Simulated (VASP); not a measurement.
# KF (Carobbiite) (Fm-3m) in VASP: settings compared

The runs below take KF (Carobbiite) through single point, with PBEsol, PBE.

All numbers are computed with VASP 6.6.1; they aren't measurements. Logs are shortened: lines on timing, memory, paths and dates and some standing lists are left out, and cuts for length are marked.

## (1) The cell of the first run

It takes space group Fm-3m (No. 225, cubic). The conventional cell has a = 5.449 Å, b = 5.449 Å, c = 5.449 Å, α = 90.00°, β = 90.00°, γ = 90.00°. Within 3.6 Å of K (site symmetry m-3m) lie 6 F at 2.72 Å. Within 3.6 Å of F (site symmetry m-3m) lie 6 K at 2.72 Å.

## (2) Single point, PBEsol

INCAR

```
SYSTEM = KF
ALGO = Normal
EDIFF = 1E-6
ENCUT = 520
GGA = PS
ISIF = 2
ISMEAR = -1
LASPH = .TRUE.
LCHARG = .FALSE.
LREAL = .FALSE.
LWAVE = .FALSE.
NBANDS = 15
NELM = 60
PREC = Accurate
SIGMA = 0.05
```

KPOINTS

```
k-points
0
G
  9 9 9
  0 0 0
```

POSCAR

```
KF
1.0
    0.0000000000      2.7242525196      2.7242525196
    2.7242525196      0.0000000000      2.7242525196
    2.7242525196      2.7242525196      0.0000000000
K F
1 1
Direct
    0.0000000000      0.0000000000      0.0000000000
    0.5000000000      0.5000000000      0.5000000000
```

Potentials or basis: VASP PAW PBE potentials, release 64 (K_sv, F).

Launch:

```bash
$ cat potpaw_PBE.64/K_sv/POTCAR potpaw_PBE.64/F/POTCAR > POTCAR
$ mpirun -np 1 vasp_std > vasp.out
```

OUTCAR:

```text
SYSTEM = KF
   EDIFF = 1E-6
   ENCUT = 520
   GGA = PS
   ISIF = 2
   ISMEAR = -1
   LASPH = .TRUE.
   LREAL = .FALSE.
   NELM = 60
   PREC = Accurate

 ion  position               nearest neighbor table
   1  0.000  0.000  0.000-   2 2.72   2 2.72   2 2.72   2 2.72   2 2.72   2 2.72
   2  0.500  0.500  0.500-   1 2.72   1 2.72   1 2.72   1 2.72   1 2.72   1 2.72

  LATTYP: Found a face centered cubic cell.
 ALAT       =     5.4485050392

  Lattice vectors:

 A1 = (   0.0000000000,   2.7242525196,   2.7242525196)
 A2 = (   2.7242525196,   0.0000000000,   2.7242525196)
 A3 = (   2.7242525196,   2.7242525196,   0.0000000000)

Analysis of symmetry for initial positions (statically):
=====================================================================
 Subroutine PRICEL returns:
 Original cell was already a primitive cell.

 Routine SETGRP: Setting up the symmetry group for a
 face centered cubic supercell.

 Subroutine GETGRP returns: Found 48 space group operations
 (whereof 48 operations were pure point group operations)
 out of a pool of 48 trial point group operations.

The static configuration has the point symmetry O_h .

Analysis of symmetry for dynamics (positions and initial velocities):
=====================================================================
 Subroutine PRICEL returns:
 Original cell was already a primitive cell.

 Routine SETGRP: Setting up the symmetry group for a
 face centered cubic supercell.

 Subroutine GETGRP returns: Found 48 space group operations
 (whereof 48 operations were pure point group operations)
 out of a pool of 48 trial point group operations.

The dynamic configuration has the point symmetry O_h .

 Subroutine INISYM returns: Found 48 space group operations
 (whereof 48 operations are pure point group operations),
 and found     1 'primitive' translations

----------------------------------------------------------------------------------------

                                     Primitive cell

  volume of cell :      40.4364

  direct lattice vectors                    reciprocal lattice vectors
     0.000000000  2.724252520  2.724252520    -0.183536583  0.183536583  0.183536583
     2.724252520  0.000000000  2.724252520     0.183536583 -0.183536583  0.183536583
     2.724252520  2.724252520  0.000000000     0.183536583  0.183536583 -0.183536583

  length of vectors
     3.852674861  3.852674861  3.852674861     0.317894688  0.317894688  0.317894688

  position of ions in fractional coordinates (direct lattice)
     0.000000000  0.000000000  0.000000000
     0.500000000  0.500000000  0.500000000

  ion indices of the primitive-cell ions
   primitive index   ion index
                 1           1
                 2           2

----------------------------------------------------------------------------------------

 KPOINTS: k-points

Automatic generation of k-mesh.
 Grid dimensions read from file:
 generate k-points for:    9    9    9

 Generating k-lattice:

  Cartesian coordinates                     Fractional coordinates (reciprocal lattice)
    -0.020392954  0.020392954  0.020392954     0.111111111  0.000000000  0.000000000
     0.020392954 -0.020392954  0.020392954     0.000000000  0.111111111  0.000000000
     0.020392954  0.020392954 -0.020392954     0.000000000  0.000000000  0.111111111

  Length of vectors
     0.035321632  0.035321632  0.035321632

  Shift w.r.t. Gamma in fractional coordinates (k-lattice)
     0.000000000  0.000000000  0.000000000

 Subroutine IBZKPT returns following result:
 ===========================================

 Found     35 irreducible k-points:

 Following reciprocal coordinates:
            Coordinates               Weight
  0.000000  0.000000  0.000000      1.000000
  0.111111  0.000000  0.000000      8.000000
  0.222222  0.000000  0.000000      8.000000
  0.333333  0.000000  0.000000      8.000000
  0.444444  0.000000  0.000000      8.000000
  0.111111  0.111111  0.000000      6.000000
[... 16 lines left out ...]
 -0.333333  0.333333  0.000000     12.000000
  0.444444  0.444444  0.000000      6.000000
 [... further k-points ...]
   k-points           NKPTS =     35   k-points in BZ     NKDIM =     35   number of bands    NBANDS=     15
   number of dos      NEDOS =    301   number of ions     NIONS =      2
   total plane-waves  NPLWV =  27000
   dimension x,y,z NGX =    30 NGY =   30 NGZ =   30
   dimension x,y,z NGXF=    60 NGYF=   60 NGZF=   60
   ions per type =               1   1
   NGX,Y,Z   is equivalent  to a cutoff of  12.95, 12.95, 12.95 a.u.
   NGXF,Y,Z  is equivalent  to a cutoff of  25.89, 25.89, 25.89 a.u.
 SYSTEM =  KF
   PREC   = accura    normal or accurate (medium, high low for compatibility)
   ISTART =      0    job   : 0-new  1-cont  2-samecut
   ICHARG =      2    charge: 1-file 2-atom 10-const
   ISPIN  =      1    spin polarized calculation?
   LNONCOLLINEAR =      F non collinear calculations
   LSORBIT =      F    spin-orbit coupling
   LASPH  =      T    aspherical Exc in radial PAW
   ENCUT  =  520.0 eV  38.22 Ry    6.18 a.u.   7.16  7.16  7.16*2*pi/ulx,y,z
   NELM   =     60;   NELMIN=  2; NELMDL= -5     # of ELM steps
   EDIFF  = 0.1E-05   stopping-criterion for ELM
   LREAL  =      F    real-space projection
   EDIFFG = 0.1E-04   stopping-criterion for IOM
   NSW    =      0    number of steps for IOM
   IBRION =     -1    ionic relax: 0-MD 1-quasi-New 2-CG
   NFREE  =      0    steps in history (QN), initial steepest desc. (CG)
   ISIF   =      2    stress and relaxation
   ISYM   =      2    0-nonsym 1-usesym 2-fastsym
   POTIM  = 0.5000    time-step for ionic-motion
   TEBEG  =    0.0;   TEEND  =   0.0 temperature during run
   PSTRESS=    0.0 pullay stress
   NELECT =      16.0000    total number of electrons
   NUPDOWN=      -1.0000    fix difference up-down
   EMIN   =  10.00;   EMAX   =-10.00  energy-range for DOS
   EFERMI =   0.00;   METHOD = LEGACY
   ISMEAR =    -1;   SIGMA  =   0.05  broadening in eV -4-tet -1-fermi 0-gaus
   EFERMI_NEDOS =   21; number of points for ismear=-14 and -15
   IALGO  =     38    algorithm
   IMIX   =      4    mixing-type and parameters
     AMIX     =   0.40;   BMIX     =  1.00
     AMIX_MAG =   1.60;   BMIX_MAG =  1.00
  volume/ion in A,a.u.               =      20.22       136.44
  Fermi-wavevector in a.u.,A,eV,Ry     =   1.201870  2.271205 19.653497  1.444491
  Thomas-Fermi vector in A             =   2.337667
   LORBIT       =      0    0 simple, 1 ext, 2 COOP (PROOUT), +10 PAW based schemes
   GGA     = PS    functional components
   LHFCALC =     F    Hartree Fock is set to
   AEXX    =    0.0000 exact exchange contribution
   IVDW    =     0    specifies the selected vdW correction
   LEPSILON=     F    determine dielectric tensor
   LRPA    =     F    only Hartree local field effects (RPA)
 non-spin polarized calculation
  energy-cutoff  :      520.00
  volume of cell :       40.44
 maximum number of plane-waves:      1113
 NGX is ok and might be reduce to    30
   NGX = 15   NGY = 15   NGZ = 15

 number of electron      15.9999993 magnetization

 Free energy of the ion-electron system (eV)
  ---------------------------------------------------
  ext. energy  EPLUGINS =         0.00000000
  ---------------------------------------------------
  free energy    TOTEN  =        -8.50189232 eV

  energy without entropy =       -8.50189232  energy(sigma->0) =       -8.50189232

 E-fermi :  -1.8927     XC(G=0):  -8.3298

 val. band max:       -3.0476754235   @ k =   0.0000   0.0000   0.0000
 cond. band min:       2.7047078551   @ k =   0.0000   0.0000   0.0000
 fundamental gap:      5.7523832786
 Fermi energy:        -1.8926753615

 k-point     1 :       0.0000    0.0000    0.0000
  band No.  band energies     occupation
      1     -29.1821      2.00000
      2     -21.5455      2.00000
      3     -12.5324      2.00000
      4     -12.5324      2.00000
      5     -12.5324      2.00000
      6      -3.0477      2.00000
      7      -3.0477      2.00000
      8      -3.0477      2.00000
      9       2.7047      0.00000
     10       7.4298      0.00000
     11       7.4298      0.00000
     12       7.4298      0.00000
     13       9.0232      0.00000
     14       9.0232      0.00000
     15      13.3055      0.00000

 k-point     2 :       0.1111    0.0000    0.0000
  band No.  band energies     occupation
      1     -29.1735      2.00000
      2     -21.5531      2.00000
      3     -12.5619      2.00000
      4     -12.5365      2.00000
      5     -12.5365      2.00000
      6      -3.1547      2.00000
      7      -3.0851      2.00000
      8      -3.0851      2.00000
      9       3.0356      0.00000
     10       7.2166      0.00000
     11       7.5889      0.00000
     12       7.5889      0.00000
     13       9.1253      0.00000
     14       9.1253      0.00000
     15      13.8955      0.00000

 k-point     3 :       0.2222    0.0000    0.0000
  band No.  band energies     occupation
      1     -29.1516      2.00000
      2     -21.5722      2.00000
      3     -12.6360      2.00000
      4     -12.5466      2.00000
      5     -12.5466      2.00000
      6      -3.3964      2.00000
      7      -3.1781      2.00000
      8      -3.1781      2.00000
      9       3.8995      0.00000
     10       6.8556      0.00000
     11       8.0000      0.00000
     12       8.0000      0.00000
     13       9.4458      0.00000
     14       9.4459      0.00000
     15      14.9392      0.00000
[... 343 lines left out ...]
 k-point    23 :      -0.3333    0.3333    0.0000
  band No.  band energies     occupation
      1     -29.0936      2.00000
      2     -21.5814      2.00000
      3     -12.8695      2.00000
      4     -12.7373      2.00000
      5     -12.6274      2.00000
      6      -3.4975      2.00000
      7      -3.2887      2.00000
      8      -3.2419      2.00000
      9       5.9486      0.00000
     10       6.9267      0.00000
     11       7.9567      0.00000
     12       9.8973      0.00000
     13      10.1186      0.00000
     14      10.8738      0.00000
     15      12.8891      0.00000

 k-point    24 :       0.4444    0.4444    0.0000
  band No.  band energies     occupation
      1     -29.0934      2.00000
      2     -21.5541      2.00000
      3     -12.9836      2.00000
      4     -12.7073      2.00000
      5     -12.7073      2.00000
      6      -3.3153      2.00000
      7      -3.1149      2.00000
      8      -3.1149      2.00000
      9       5.0569      0.00000
     10       6.6238      0.00000
     11       8.3096      0.00000
     12      10.1973      0.00000
     13      10.6729      0.00000
     14      10.6729      0.00000
     15      12.3833      0.00000

 [... further k-points ...]

------------------------ aborting loop because EDIFF is reached ----------------------------------------

  FORCE on cell =-STRESS in cart. coord.  units (eV):
  Direction    XX          YY          ZZ          XY          YZ          ZX
  --------------------------------------------------------------------------------------
  -------------------------------------------------------------------------------------
  Total       -0.5439303     -0.5439303     -0.5439303      0.0000000      0.0000000      0.0000000
  in kB      -21.5517097    -21.5517097    -21.5517097      0.0000000      0.0000000      0.0000000
  external PRESSURE =     -21.5517097 kB  Pullay stress =       0.0000000 kB

 VOLUME and BASIS-vectors are now :
 -----------------------------------------------------------------------------
  energy-cutoff  :      520.00
  volume of cell :       40.44
      direct lattice vectors                 reciprocal lattice vectors
     0.000000000  2.724252520  2.724252520    -0.183536583  0.183536583  0.183536583
     2.724252520  0.000000000  2.724252520     0.183536583 -0.183536583  0.183536583
     2.724252520  2.724252520  0.000000000     0.183536583  0.183536583 -0.183536583

 POSITION                                       TOTAL-FORCE (eV/Angst)
 -----------------------------------------------------------------------------------
      0.00000      0.00000      0.00000        -0.000000     -0.000000     -0.000000
      2.72425      2.72425      2.72425         0.000000      0.000000      0.000000
 -----------------------------------------------------------------------------------
    total drift:                                0.000000      0.000000      0.000000

  FREE ENERGIE OF THE ION-ELECTRON SYSTEM (eV)
  ---------------------------------------------------
  free  energy   TOTEN  =        -8.5018923191 eV

  energy  without entropy=       -8.5018923191  energy(sigma->0) =       -8.50189232
```

Run time: 11 s. Hardware: 1 thread of AMD EPYC 9R45 (Zen 5), shared host; peak memory 0.14 GiB.

Results:

* Free energy: -8.5019 eV
* Pressure: -2.2 GPa
* Band gap on the k mesh: 5.75 eV, direct

Levels at points of the mesh, in eV from the valence-band top:
```csv
k point,band 6,band 7,band 8,band 9,band 10,band 11
"(0.00, 0.00, 0.00)",0.00,0.00,0.00,5.75,10.48,10.48
```

Caveat: the PAW data sets were made with another functional, which shifts forces and pressure a little.

(Part 1 of 2 ends here.)
